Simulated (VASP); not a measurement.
# Li (P6/mmm) in VASP: single point with PBE

Aim: the single point of Li with PBE.

Everything below comes from runs of VASP 6.6.1. Logs are shortened: lines on timing, memory, paths and dates and some standing lists are left out, and cuts for length are marked.

## (1) The cell of the first run

Symmetry: P6/mmm, No. 191, hexagonal system. The conventional cell has a = 4.949 Å, b = 4.949 Å, c = 2.889 Å, α = 90.00°, β = 90.00°, γ = 120.00°. Within 3.8 Å of Li (site symmetry 6/mmm) lie 14 Li at 2.89 to 3.20 Å. Li (site symmetry -6m2) has 11 Li at 2.86 to 3.20 Å within 3.8 Å.

This isn't the form of Li at room conditions, which is bcc.

## (2) Single point, PBE

Input file INCAR:

```
SYSTEM = Li
PREC = Accurate
ENCUT = 520
EDIFF = 1E-6
ISMEAR = 0
SIGMA = 0.05
LREAL = .FALSE.
LASPH = .TRUE.
NELM = 60
ALGO = Normal
ISIF = 2
LWAVE = .FALSE.
LCHARG = .TRUE.
GGA = PE
LELF = .TRUE.
LVHAR = .TRUE.
NBANDS = 12
```

Input file KPOINTS:

```
regular mesh
0
G
  12 12 14
  0 0 0
```

Input file POSCAR:

```
Li
1.0
    4.9488671300      0.0000000000      0.0000000000
   -2.4744335700      4.2858446600      0.0000000000
    0.0000000000      0.0000000000      2.8888430000
Li
3
Direct
    0.0000000000      0.0000000000      0.0000000000
    0.6666666700      0.3333333300      0.5000000000
    0.3333333300      0.6666666700      0.5000000000
```

Potentials or basis: VASP PAW PBE potentials, release 64 (Li_sv).

Launch:

```bash
$ cat potpaw_PBE.64/Li_sv/POTCAR > POTCAR
$ mpirun -np 1 vasp_std > vasp.out
```

OUTCAR:

```text
SYSTEM = Li
   PREC = Accurate
   ENCUT = 520
   EDIFF = 1E-6
   ISMEAR = 0
   LREAL = .FALSE.
   LASPH = .TRUE.
   NELM = 60
   ISIF = 2
   GGA = PE

 ion  position               nearest neighbor table
   1  0.000  0.000  0.000-
   2  0.667  0.333  0.500-
   3  0.333  0.667  0.500-

  LATTYP: Found a hexagonal cell.
 ALAT       =     4.9488671300
 C/A-ratio  =     0.5837382423

  Lattice vectors:

 A1 = (   4.9488671300,   0.0000000000,   0.0000000000)
 A2 = (  -2.4744335700,   4.2858446600,   0.0000000000)
 A3 = (   0.0000000000,   0.0000000000,   2.8888430000)

Analysis of symmetry for initial positions (statically):
=====================================================================
 Subroutine PRICEL returns:
 Original cell was already a primitive cell.

 Routine SETGRP: Setting up the symmetry group for a
 hexagonal supercell.

 Subroutine GETGRP returns: Found 24 space group operations
 (whereof 24 operations were pure point group operations)
 out of a pool of 24 trial point group operations.

The static configuration has the point symmetry D_6h.

Analysis of symmetry for dynamics (positions and initial velocities):
=====================================================================
 Subroutine PRICEL returns:
 Original cell was already a primitive cell.

 Routine SETGRP: Setting up the symmetry group for a
 hexagonal supercell.

 Subroutine GETGRP returns: Found 24 space group operations
 (whereof 24 operations were pure point group operations)
 out of a pool of 24 trial point group operations.

The dynamic configuration has the point symmetry D_6h.

 Subroutine INISYM returns: Found 24 space group operations
 (whereof 24 operations are pure point group operations),
 and found     1 'primitive' translations

----------------------------------------------------------------------------------------

                                     Primitive cell

  volume of cell :      61.2726

  direct lattice vectors                    reciprocal lattice vectors
     4.948867130  0.000000000  0.000000000     0.202066447  0.116663118  0.000000000
    -2.474433570  4.285844660  0.000000000     0.000000000  0.233326235  0.000000000
     0.000000000  0.000000000  2.888843000     0.000000000  0.000000000  0.346159345

  length of vectors
     4.948867130  4.948867137  2.888843000     0.233326236  0.233326235  0.346159345

  position of ions in fractional coordinates (direct lattice)
     0.000000000  0.000000000  0.000000000
     0.666666670  0.333333330  0.500000000
     0.333333330  0.666666670  0.500000000

  ion indices of the primitive-cell ions
   primitive index   ion index
                 1           1
                 2           2
                 3           3

----------------------------------------------------------------------------------------

 KPOINTS: regular mesh

Automatic generation of k-mesh.
 Grid dimensions read from file:
 generate k-points for:   12   12   14

 Generating k-lattice:

  Cartesian coordinates                     Fractional coordinates (reciprocal lattice)
     0.016838871  0.009721926  0.000000000     0.083333333 -0.000000000  0.000000000
     0.000000000  0.019443853  0.000000000     0.000000000  0.083333333  0.000000000
     0.000000000  0.000000000  0.024725667     0.000000000  0.000000000  0.071428571

  Length of vectors
     0.019443853  0.019443853  0.024725667

  Shift w.r.t. Gamma in fractional coordinates (k-lattice)
     0.000000000  0.000000000  0.000000000

 Subroutine IBZKPT returns following result:
 ===========================================

 Found    152 irreducible k-points:

 Following reciprocal coordinates:
            Coordinates               Weight
  0.000000  0.000000  0.000000      1.000000
  0.083333 -0.000000  0.000000      6.000000
  0.166667 -0.000000  0.000000      6.000000
  0.250000  0.000000  0.000000      6.000000
  0.333333  0.000000  0.000000      6.000000
  0.416667 -0.000000  0.000000      6.000000
[... 16 lines left out ...]
  0.250000  0.000000  0.071429     12.000000
  0.333333  0.000000  0.071429     12.000000
 [... further k-points ...]
   k-points           NKPTS =    152   k-points in BZ     NKDIM =    152   number of bands    NBANDS=     12
   number of dos      NEDOS =    301   number of ions     NIONS =      3
   total plane-waves  NPLWV =  38400
   dimension x,y,z NGX =    40 NGY =   40 NGZ =   24
   dimension x,y,z NGXF=    80 NGYF=   80 NGZF=   48
   ions per type =               3
   NGX,Y,Z   is equivalent  to a cutoff of  13.44, 13.44, 13.81 a.u.
   NGXF,Y,Z  is equivalent  to a cutoff of  26.87, 26.87, 27.62 a.u.
 SYSTEM =  Li
   PREC   = accura    normal or accurate (medium, high low for compatibility)
   ISTART =      0    job   : 0-new  1-cont  2-samecut
   ICHARG =      2    charge: 1-file 2-atom 10-const
   ISPIN  =      1    spin polarized calculation?
   LNONCOLLINEAR =      F non collinear calculations
   LSORBIT =      F    spin-orbit coupling
   LASPH  =      T    aspherical Exc in radial PAW
   ENCUT  =  520.0 eV  38.22 Ry    6.18 a.u.   9.20  9.20  5.37*2*pi/ulx,y,z
   NELM   =     60;   NELMIN=  2; NELMDL= -5     # of ELM steps
   EDIFF  = 0.1E-05   stopping-criterion for ELM
   LREAL  =      F    real-space projection
   EDIFFG = 0.1E-04   stopping-criterion for IOM
   NSW    =      0    number of steps for IOM
   IBRION =     -1    ionic relax: 0-MD 1-quasi-New 2-CG
   NFREE  =      0    steps in history (QN), initial steepest desc. (CG)
   ISIF   =      2    stress and relaxation
   ISYM   =      2    0-nonsym 1-usesym 2-fastsym
   POTIM  = 0.5000    time-step for ionic-motion
   TEBEG  =    0.0;   TEEND  =   0.0 temperature during run
   PSTRESS=    0.0 pullay stress
   NELECT =       9.0000    total number of electrons
   NUPDOWN=      -1.0000    fix difference up-down
   EMIN   =  10.00;   EMAX   =-10.00  energy-range for DOS
   EFERMI =   0.00;   METHOD = LEGACY
   ISMEAR =     0;   SIGMA  =   0.05  broadening in eV -4-tet -1-fermi 0-gaus
   EFERMI_NEDOS =   21; number of points for ismear=-14 and -15
   IALGO  =     38    algorithm
   IMIX   =      4    mixing-type and parameters
     AMIX     =   0.40;   BMIX     =  1.00
     AMIX_MAG =   1.60;   BMIX_MAG =  1.00
  volume/ion in A,a.u.               =      20.42       137.83
  Fermi-wavevector in a.u.,A,eV,Ry     =   0.863774  1.632297 10.151389  0.746106
  Thomas-Fermi vector in A             =   1.981774
   LORBIT       =      0    0 simple, 1 ext, 2 COOP (PROOUT), +10 PAW based schemes
   GGA     = PE    functional components
   LHFCALC =     F    Hartree Fock is set to
   AEXX    =    0.0000 exact exchange contribution
   IVDW    =     0    specifies the selected vdW correction
   LEPSILON=     F    determine dielectric tensor
   LRPA    =     F    only Hartree local field effects (RPA)
 non-spin polarized calculation
 Gauss-broadening in eV      SIGMA  =   0.05
  energy-cutoff  :      520.00
  volume of cell :       61.27
 maximum number of plane-waves:      1685
 NGX is ok and might be reduce to    40
   NGX = 19   NGY = 19   NGZ = 11

 number of electron       8.9999988 magnetization

 Free energy of the ion-electron system (eV)
  ---------------------------------------------------
  ext. energy  EPLUGINS =         0.00000000
  ---------------------------------------------------
  free energy    TOTEN  =        -5.68188403 eV

  energy without entropy =       -5.67964070  energy(sigma->0) =       -5.68076236

 E-fermi :   0.6094     XC(G=0):  -7.0256

 val. band max:        0.6073704572   @ k =   0.4167   0.0833   0.0714
 cond. band min:       0.6273654311   @ k =   0.3333   0.0833   0.0000
 fundamental gap:      0.0199949739
 Fermi energy:         0.6094223404

 k-point     1 :       0.0000    0.0000    0.0000
  band No.  band energies     occupation
      1     -45.9952      2.00000
      2     -45.9754      2.00000
      3     -45.8824      2.00000
      4      -2.9442      2.00000
      5       2.6829      0.00000
      6       2.6829      0.00000
      7       2.7383      0.00000
      8       2.7383      0.00000
      9       6.3916      0.00000
     10       6.5527      0.00000
     11      10.7929      0.00000
     12      14.8220      0.00000

 k-point     2 :       0.0833   -0.0000    0.0000
  band No.  band energies     occupation
      1     -45.9949      2.00000
      2     -45.9757      2.00000
      3     -45.8824      2.00000
      4      -2.9017      2.00000
      5       1.9802      0.00000
      6       2.0962      0.00000
      7       3.2729      0.00000
      8       3.4352      0.00000
      9       6.5682      0.00000
     10       6.7116      0.00000
     11      10.8450      0.00000
     12      14.4224      0.00000

 k-point     3 :       0.1667   -0.0000    0.0000
  band No.  band energies     occupation
      1     -45.9939      2.00000
      2     -45.9765      2.00000
      3     -45.8824      2.00000
      4      -2.7749      2.00000
      5       1.2034      0.00000
      6       1.5936      0.00000
      7       3.5746      0.00000
      8       4.2683      0.00000
      9       6.9799      0.00000
     10       7.2702      0.00000
     11      11.0008      0.00000
     12      13.6153      0.00000
[... 286 lines left out ...]
 k-point    23 :       0.2500    0.0000    0.0714
  band No.  band energies     occupation
      1     -45.9919      2.00000
      2     -45.9772      2.00000
      3     -45.8820      2.00000
      4      -2.4943      2.00000
      5       0.5276      1.97928
      6       1.2919      0.00000
      7       3.7188      0.00000
      8       5.2967      0.00000
      9       7.4220      0.00000
     10       8.1512      0.00000
     11      10.5889      0.00000
     12      12.7278      0.00000

 k-point    24 :       0.3333    0.0000    0.0714
  band No.  band energies     occupation
      1     -45.9902      2.00000
      2     -45.9789      2.00000
      3     -45.8821      2.00000
      4      -2.1975      2.00000
      5      -0.1729      2.00000
      6       1.0122      0.00000
      7       3.7141      0.00000
      8       6.3418      0.00000
      9       8.0657      0.00000
     10       9.2726      0.00000
     11      10.7626      0.00000
     12      11.4041      0.00000

 [... further k-points ...]

------------------------ aborting loop because EDIFF is reached ----------------------------------------

  FORCE on cell =-STRESS in cart. coord.  units (eV):
  Direction    XX          YY          ZZ          XY          YZ          ZX
  --------------------------------------------------------------------------------------
  -------------------------------------------------------------------------------------
  Total       -0.0922080     -0.0922080     -0.0355542      0.0000000      0.0000000     -0.0000000
  in kB       -2.4110866     -2.4110866     -0.9296827      0.0000000      0.0000000     -0.0000000
  external PRESSURE =      -1.9172853 kB  Pullay stress =       0.0000000 kB

 VOLUME and BASIS-vectors are now :
 -----------------------------------------------------------------------------
  energy-cutoff  :      520.00
  volume of cell :       61.27
      direct lattice vectors                 reciprocal lattice vectors
     4.948867130  0.000000000  0.000000000     0.202066447  0.116663118  0.000000000
    -2.474433570  4.285844660  0.000000000     0.000000000  0.233326235  0.000000000
     0.000000000  0.000000000  2.888843000     0.000000000  0.000000000  0.346159345

 POSITION                                       TOTAL-FORCE (eV/Angst)
 -----------------------------------------------------------------------------------
      0.00000      0.00000      0.00000        -0.000000      0.000000      0.000000
      2.47443      1.42861      1.44442        -0.000000      0.000000     -0.000000
     -0.00000      2.85723      1.44442         0.000000     -0.000000      0.000000
 -----------------------------------------------------------------------------------
    total drift:                                0.000000     -0.000000     -0.000000

  FREE ENERGIE OF THE ION-ELECTRON SYSTEM (eV)
  ---------------------------------------------------
  free  energy   TOTEN  =        -5.6818840320 eV

  energy  without entropy=       -5.6796406976  energy(sigma->0) =       -5.68076236
```

Run time: 2.2 min. Hardware: 1 thread of Intel Xeon 8259CL, shared host; peak memory 0.22 GiB.

What came out:

* Free energy: -5.6819 eV
* Band gap on the k mesh: zero (an odd number of electrons rules out a gap without spin polarisation)

Caveat: the cutoff is under 1.25 times the usual one of these potentials, so pressure, stress and relaxed cells hold a basis-set (Pulay) error.
